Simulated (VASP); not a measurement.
# Si4F (P6mm) in VASP: further runs

Runs on Si4F. Level: PBE. Tasks: single point, relaxation of cell and atoms.

Program: VASP 6.6.1. These are calculated values, not measurements. Logs are shortened: lines on timing, memory, paths and dates and some standing lists are left out, and cuts for length are marked.

## (1) The cell of the first run

Symmetry: P6mm, No. 183, hexagonal system. The conventional cell has a = 4.891 Å, b = 4.891 Å, c = 5.764 Å, α = 90.00°, β = 90.00°, γ = 120.00°. Si (site symmetry 2mm) has 6 Si at 2.45 to 2.63 Å within 3.2 Å. Within 2.2 Å of Si (site symmetry 6mm) lie 1 F at 1.63 Å. F (site symmetry 6mm) has 1 Si at 1.63 Å within 2.2 Å.

## (2) Single point, PBE, collinear spin, ferromagnetic start

Contents of INCAR:

```
SYSTEM = Si4F
  PREC = Accurate
  ENCUT = 520
  EDIFF = 1E-6
  ISMEAR = 0
  SIGMA = 0.1
  LREAL = .FALSE.
  LASPH = .TRUE.
  NELM = 150
  ALGO = Normal
  ISIF = 2
  LWAVE = .FALSE.
  LCHARG = .TRUE.
  ISPIN = 2
  MAGMOM = 0 0 0 0 1
  LORBIT = 11
  GGA = PE
  LELF = .TRUE.
  LVHAR = .TRUE.
  NBANDS = 24
```

Contents of KPOINTS:

```
regular mesh
0
G
  6 6 4
  0 0 0
```

Contents of POSCAR:

```
Si4F
1.0
    4.8905331322      0.0000000000      0.0000000000
   -2.4452665661      4.2353259305      0.0000000000
    0.0000000000      0.0000000000      5.7642041725
Si F
4 1
Direct
    0.5000000000      0.0000000000      0.0481478943
    0.0000000000      0.5000000000      0.0481478943
    0.5000000000      0.5000000000      0.0481478943
    0.0000000000      0.0000000000      0.8799029398
    0.0000000000      0.0000000000      0.5976493672
```

Potentials or basis: VASP PAW PBE potentials, release 64 (Si, F).

The run is started by

```sh
$ cat potpaw_PBE.64/Si/POTCAR potpaw_PBE.64/F/POTCAR > POTCAR
$ mpirun -np 1 vasp_std > vasp.out
```

OUTCAR:

```text
SYSTEM = Si4F
   PREC = Accurate
   ENCUT = 520
   EDIFF = 1E-6
   ISMEAR = 0
   LREAL = .FALSE.
   LASPH = .TRUE.
   NELM = 150
   ISIF = 2
   ISPIN = 2
   LORBIT = 11
   GGA = PE

 ion  position               nearest neighbor table
   1  0.500  0.000  0.048-   2 2.45   3 2.45   3 2.45   2 2.45   4 2.63   4 2.63
   2  0.000  0.500  0.048-   1 2.45   1 2.45   3 2.45   3 2.45   4 2.63   4 2.63
   3  0.500  0.500  0.048-   1 2.45   1 2.45   2 2.45   2 2.45   4 2.63   4 2.63
   4  0.000  0.000  0.880-   5 1.63   3 2.63   2 2.63   2 2.63   3 2.63   1 2.63   1 2.63
   5  0.000  0.000  0.598-   4 1.63

  LATTYP: Found a hexagonal cell.
 ALAT       =     4.8905331322
 C/A-ratio  =     1.1786453576

  Lattice vectors:

 A1 = (   4.8905331322,   0.0000000000,   0.0000000000)
 A2 = (  -2.4452665661,   4.2353259305,   0.0000000000)
 A3 = (   0.0000000000,   0.0000000000,   5.7642041725)

Analysis of symmetry for initial positions (statically):
=====================================================================
 Subroutine PRICEL returns:
 Original cell was already a primitive cell.

 Routine SETGRP: Setting up the symmetry group for a
 hexagonal supercell.

 Subroutine GETGRP returns: Found 12 space group operations
 (whereof 12 operations were pure point group operations)
 out of a pool of 24 trial point group operations.

The static configuration has the point symmetry C_6v.

Analysis of symmetry for dynamics (positions and initial velocities):
=====================================================================
 Subroutine PRICEL returns:
 Original cell was already a primitive cell.

 Routine SETGRP: Setting up the symmetry group for a
 hexagonal supercell.

 Subroutine GETGRP returns: Found 12 space group operations
 (whereof 12 operations were pure point group operations)
 out of a pool of 24 trial point group operations.

The dynamic configuration has the point symmetry C_6v.

Analysis of structural, dynamic, and magnetic symmetry:
=====================================================================
 Subroutine PRICEL returns:
 Original cell was already a primitive cell.

 Routine SETGRP: Setting up the symmetry group for a
 hexagonal supercell.

 Subroutine GETGRP returns: Found 12 space group operations
 (whereof 12 operations were pure point group operations)
 out of a pool of 24 trial point group operations.

The overall configuration has the point symmetry C_6v.

 Subroutine INISYM returns: Found 12 space group operations
 (whereof 12 operations are pure point group operations),
 and found     1 'primitive' translations

----------------------------------------------------------------------------------------

                                     Primitive cell

  volume of cell :     119.3940

  direct lattice vectors                    reciprocal lattice vectors
     4.890533132  0.000000000  0.000000000     0.204476684  0.118054669  0.000000000
    -2.445266566  4.235325931  0.000000000     0.000000000  0.236109338  0.000000000
     0.000000000  0.000000000  5.764204173     0.000000000  0.000000000  0.173484486

  length of vectors
     4.890533132  4.890533132  5.764204173     0.236109338  0.236109338  0.173484486

  position of ions in fractional coordinates (direct lattice)
     0.500000000  0.000000000  0.048147894
     0.000000000  0.500000000  0.048147894
     0.500000000  0.500000000  0.048147894
     0.000000000  0.000000000  0.879902940
     0.000000000  0.000000000  0.597649367

  ion indices of the primitive-cell ions
   primitive index   ion index
                 1           1
                 2           2
                 3           3
                 4           4
                 5           5

----------------------------------------------------------------------------------------

 KPOINTS: regular mesh

Automatic generation of k-mesh.
 Grid dimensions read from file:
 generate k-points for:    6    6    4

 Generating k-lattice:

  Cartesian coordinates                     Fractional coordinates (reciprocal lattice)
     0.034079447  0.019675778  0.000000000     0.166666667  0.000000000  0.000000000
     0.000000000  0.039351556  0.000000000     0.000000000  0.166666667  0.000000000
     0.000000000  0.000000000  0.043371122     0.000000000  0.000000000  0.250000000

  Length of vectors
     0.039351556  0.039351556  0.043371122

  Shift w.r.t. Gamma in fractional coordinates (k-lattice)
     0.000000000  0.000000000  0.000000000

 Subroutine IBZKPT returns following result:
 ===========================================

 Found     21 irreducible k-points:

 Following reciprocal coordinates:
            Coordinates               Weight
  0.000000  0.000000  0.000000      1.000000
  0.166667 -0.000000  0.000000      6.000000
  0.333333 -0.000000  0.000000      6.000000
  0.500000  0.000000  0.000000      3.000000
  0.166667  0.166667  0.000000      6.000000
  0.333333  0.166667  0.000000     12.000000
[... 13 lines left out ...]
  0.333333  0.166667  0.500000     12.000000
  0.333333  0.333333  0.500000      2.000000
   k-points           NKPTS =     21   k-points in BZ     NKDIM =     21   number of bands    NBANDS=     24
   number of dos      NEDOS =    301   number of ions     NIONS =      5
   total plane-waves  NPLWV =  62208
   dimension x,y,z NGX =    36 NGY =   36 NGZ =   48
   dimension x,y,z NGXF=    72 NGYF=   72 NGZF=   96
   ions per type =               4   1
   NGX,Y,Z   is equivalent  to a cutoff of  12.24, 12.24, 13.84 a.u.
   NGXF,Y,Z  is equivalent  to a cutoff of  24.48, 24.48, 27.69 a.u.
 SYSTEM =  Si4F
   PREC   = accura    normal or accurate (medium, high low for compatibility)
   ISTART =      0    job   : 0-new  1-cont  2-samecut
   ICHARG =      2    charge: 1-file 2-atom 10-const
   ISPIN  =      2    spin polarized calculation?
   LNONCOLLINEAR =      F non collinear calculations
   LSORBIT =      F    spin-orbit coupling
   LASPH  =      T    aspherical Exc in radial PAW
   ENCUT  =  520.0 eV  38.22 Ry    6.18 a.u.   9.09  9.09 10.72*2*pi/ulx,y,z
   NELM   =    150;   NELMIN=  2; NELMDL= -5     # of ELM steps
   EDIFF  = 0.1E-05   stopping-criterion for ELM
   LREAL  =      F    real-space projection
   EDIFFG = 0.1E-04   stopping-criterion for IOM
   NSW    =      0    number of steps for IOM
   IBRION =     -1    ionic relax: 0-MD 1-quasi-New 2-CG
   NFREE  =      0    steps in history (QN), initial steepest desc. (CG)
   ISIF   =      2    stress and relaxation
   ISYM   =      2    0-nonsym 1-usesym 2-fastsym
   POTIM  = 0.5000    time-step for ionic-motion
   TEBEG  =    0.0;   TEEND  =   0.0 temperature during run
   PSTRESS=    0.0 pullay stress
   NELECT =      23.0000    total number of electrons
   NUPDOWN=      -1.0000    fix difference up-down
   EMIN   =  10.00;   EMAX   =-10.00  energy-range for DOS
   EFERMI =   0.00;   METHOD = LEGACY
   ISMEAR =     0;   SIGMA  =   0.10  broadening in eV -4-tet -1-fermi 0-gaus
   EFERMI_NEDOS =   21; number of points for ismear=-14 and -15
   IALGO  =     38    algorithm
   IMIX   =      4    mixing-type and parameters
     AMIX     =   0.40;   BMIX     =  1.00
     AMIX_MAG =   1.60;   BMIX_MAG =  1.00
  volume/ion in A,a.u.               =      23.88       161.14
  Fermi-wavevector in a.u.,A,eV,Ry     =   0.945489  1.786716 12.162930  0.893950
  Thomas-Fermi vector in A             =   2.073396
   LORBIT       =     11    0 simple, 1 ext, 2 COOP (PROOUT), +10 PAW based schemes
   GGA     = PE    functional components
   LHFCALC =     F    Hartree Fock is set to
   AEXX    =    0.0000 exact exchange contribution
   IVDW    =     0    specifies the selected vdW correction
   LEPSILON=     F    determine dielectric tensor
   LRPA    =     F    only Hartree local field effects (RPA)
 spin polarized calculation
 Gauss-broadening in eV      SIGMA  =   0.10
  energy-cutoff  :      520.00
  volume of cell :      119.39
 maximum number of plane-waves:      3240
   NGX = 19   NGY = 19   NGZ = 21

 number of electron      23.0000012 magnetization       0.0003201

 number of electron      23.0000012 magnetization      -0.0000065

 Free energy of the ion-electron system (eV)
  ---------------------------------------------------
  ext. energy  EPLUGINS =         0.00000000
  ---------------------------------------------------
  free energy    TOTEN  =       -23.75258130 eV

  energy without entropy =      -23.73769307  energy(sigma->0) =      -23.74513718

 E-fermi :   3.0136     XC(G=0):  -7.8307

 val. band max:        3.0128849115   @ k =   0.3333   0.1667   0.2500
 cond. band min:       3.0982931870   @ k =   0.3333   0.1667   0.0000
 fundamental gap:      0.0854082755
 Fermi energy:         3.0135502627

 spin component 1

 k-point     1 :       0.0000    0.0000    0.0000
  band No.  band energies     occupation
      1     -22.3099      1.00000
      2      -9.4698      1.00000
      3      -5.3902      1.00000
      4      -3.3020      1.00000
      5      -3.3019      1.00000
      6      -2.5679      1.00000
[... 519 lines left out ...]
      6      -3.1518      1.00000
[... 15 lines left out ...]
     22       9.9164      0.00000
     23      11.2001      0.00000
 Fermi energy:         3.0135502627

 spin component 2

 k-point     1 :       0.0000    0.0000    0.0000
  band No.  band energies     occupation
      1     -22.3100      1.00000
      2      -9.4698      1.00000
      3      -5.3903      1.00000
      4      -3.3020      1.00000
      5      -3.3020      1.00000
      6      -2.5679      1.00000
[... 519 lines left out ...]
      6      -3.1518      1.00000
[... 15 lines left out ...]
     22       9.9164      0.00000
     23      11.2000      0.00000
 [bands above 23 left out]

------------------------ aborting loop because EDIFF is reached ----------------------------------------

  FORCE on cell =-STRESS in cart. coord.  units (eV):
  Direction    XX          YY          ZZ          XY          YZ          ZX
  --------------------------------------------------------------------------------------
  -------------------------------------------------------------------------------------
  Total       -0.0813849     -0.0813849      0.4226431      0.0000000     -0.0000000      0.0000000
  in kB       -1.0921243     -1.0921243      5.6715524      0.0000000     -0.0000000      0.0000000
  external PRESSURE =       1.1624346 kB  Pullay stress =       0.0000000 kB

 VOLUME and BASIS-vectors are now :
 -----------------------------------------------------------------------------
  energy-cutoff  :      520.00
  volume of cell :      119.39
      direct lattice vectors                 reciprocal lattice vectors
     4.890533132  0.000000000  0.000000000     0.204476684  0.118054669  0.000000000
    -2.445266566  4.235325931  0.000000000     0.000000000  0.236109338  0.000000000
     0.000000000  0.000000000  5.764204173     0.000000000  0.000000000  0.173484486

 POSITION                                       TOTAL-FORCE (eV/Angst)
 -----------------------------------------------------------------------------------
      2.44527      0.00000      0.27753        -0.000000     -0.000000     -0.000652
     -1.22263      2.11766      0.27753         0.000000      0.000000     -0.000652
      1.22263      2.11766      0.27753         0.000000      0.000000     -0.000652
      0.00000      0.00000      5.07194         0.000000     -0.000000      0.248781
      0.00000      0.00000      3.44497        -0.000000      0.000000     -0.246824
 -----------------------------------------------------------------------------------
    total drift:                               -0.000000     -0.000000     -0.000795

  FREE ENERGIE OF THE ION-ELECTRON SYSTEM (eV)
  ---------------------------------------------------
  free  energy   TOTEN  =       -23.7525812996 eV

  energy  without entropy=      -23.7376930691  energy(sigma->0) =      -23.74513718

 total charge

# of ion       s       p       d       tot
------------------------------------------
    1        0.831   0.773   0.000   1.604
    2        0.831   0.773   0.000   1.604
    3        0.831   0.773   0.000   1.604
    4        0.786   0.733   0.000   1.519
    5        1.750   4.366   0.000   6.115
--------------------------------------------------
tot          5.028   7.418   0.000  12.446

 magnetization (x)

# of ion       s       p       d       tot
------------------------------------------
    1       -0.000  -0.000   0.000  -0.000
    2       -0.000  -0.000   0.000  -0.000
    3       -0.000  -0.000   0.000  -0.000
    4        0.000   0.000   0.000   0.000
    5       -0.000  -0.000   0.000  -0.000
--------------------------------------------------
tot         -0.000  -0.000   0.000  -0.000
```

Wall time 1.8 min (1 thread of AMD EPYC 7R43 (Zen 3), shared host); peak memory 0.28 GiB.

Results:

* Free energy: -23.7526 eV
* Pressure: 0.1 GPa
* Largest force: 0.249 eV/Å
* Net moment: 0.00 μB per cell
* Valence electrons inside the program's atomic spheres: Si 1.60, 1.52; F 6.12

Forces on the atoms (eV/Å):
```
Si   0.000  0.000 -0.001
Si   0.000  0.000 -0.001
Si   0.000  0.000 -0.001
Si   0.000  0.000  0.249
F    0.000  0.000 -0.247
```

## (3) Relaxation of cell and atoms, PBE

Contents of INCAR:

```
SYSTEM = Si4F
PREC     = Accurate       ! precision mode
ENCUT    = 600            ! plane-wave cutoff, eV
EDIFF    = 1E-6           ! SCF threshold, eV
ISMEAR   = 0              ! smearing method
SIGMA    = 0.1            ! smearing width, eV
LREAL    = .FALSE.        ! projectors in reciprocal space
LASPH    = .TRUE.         ! aspherical terms in the spheres
NELM     = 80             ! most SCF steps
ALGO     = Normal         ! electronic algorithm
ISIF     = 3              ! what is computed and relaxed
LWAVE    = .FALSE.        ! write WAVECAR
LCHARG   = .FALSE.        ! write CHGCAR
GGA      = PE             ! functional
IBRION   = 2              ! ionic algorithm
NSW      = 100            ! ionic steps
EDIFFG   = -0.01          ! ionic threshold
```

Contents of KPOINTS:

```
regular mesh
0
G
  12 12 8
  0 0 0
```

POSCAR is that of step 2.

Potentials or basis: VASP PAW PBE potentials, release 64 (Si, F).

The run is started by

```sh
$ cat potpaw_PBE.64/Si/POTCAR potpaw_PBE.64/F/POTCAR > POTCAR
$ mpirun -np 1 vasp_std > vasp.out
```

It took 22 min on 1 thread of AMD EPYC 7R43 (Zen 3), shared host; peak memory 0.34 GiB.

It converged, with:

```
Free energy                            : -23.7485 eV
Relaxed volume                         : 23.60 Å³/atom
Relaxed cell                           : a = 4.894 Å, b = 4.894 Å, c = 5.690 Å, α = 90.00°, β = 90.00°, γ = 120.00°
Space group after relaxing (to 0.05 Å) : P6mm (No. 183)
Energy gained by relaxing              : 1.2 meV/atom
Ionic steps                            : 15
Pressure after relaxing                : 0.0 GPa
Largest force after relaxing           : 0.009 eV/Å
```

Forces in eV/Å, atoms in the order of the input:
```
Si   0.000  0.000 -0.002
Si   0.000  0.000 -0.002
Si   0.000  0.000 -0.002
Si   0.000  0.000  0.009
F    0.000  0.000 -0.002
```

The path:
```tsv
step	energy change (eV)	largest force (eV/Å)	pressure (GPa)	volume (Å³)
1	0.0000	0.3500	-0.11	119.39
2	0.0025	0.5090	-0.36	119.10
3	-0.0020	0.0882	-0.24	119.28
4	-0.0030	0.0489	-0.02	118.69
5	-0.0031	0.0542	0.19	118.14
6	-0.0031	0.0501	0.13	118.33
7	-0.0040	0.0705	0.11	118.26
8	-0.0054	0.1368	0.11	118.06
9	-0.0059	0.0265	-0.02	118.13
10	-0.0059	0.0357	-0.03	118.14
11	-0.0060	0.0344	-0.04	118.12
12	-0.0061	0.0333	-0.06	118.09
13	-0.0061	0.0341	0.00	117.98
14	-0.0061	0.0116	-0.02	118.02
15	-0.0061	0.0095	-0.02	118.02
```

Final structure:
```
CELL_PARAMETERS angstrom
4.89383 0.00000 0.00000
-2.44691 4.23818 0.00000
0.00000 0.00000 5.69037
ATOMIC_POSITIONS crystal
Si 0.50000 0.00000 0.04487
Si 0.00000 0.50000 0.04487
Si 0.50000 0.50000 0.04487
Si 0.00000 0.00000 0.88752
F 0.00000 0.00000 0.59986
```

Levels at points of the mesh, in eV from the Fermi level:
```
           k point  band 9  band 10  band 11  band 12  band 13  band 14  band 15
(0.00, 0.00, 0.00)   -4.25    -4.25    -4.15    -2.47     2.32     2.71     2.71
(0.50, 0.00, 0.00)   -2.31    -1.14     0.57     0.84     0.87     1.38     2.41
(0.00, 0.00, 0.50)   -4.48    -4.23    -4.23    -2.55     2.50     2.50     3.94
(0.50, 0.00, 0.50)   -2.28    -1.60     0.58     0.77     0.94     1.33     2.36
```

Caveat: an odd number of electrons without spin polarisation forces a metal; a magnetic or distorted state may lie lower.
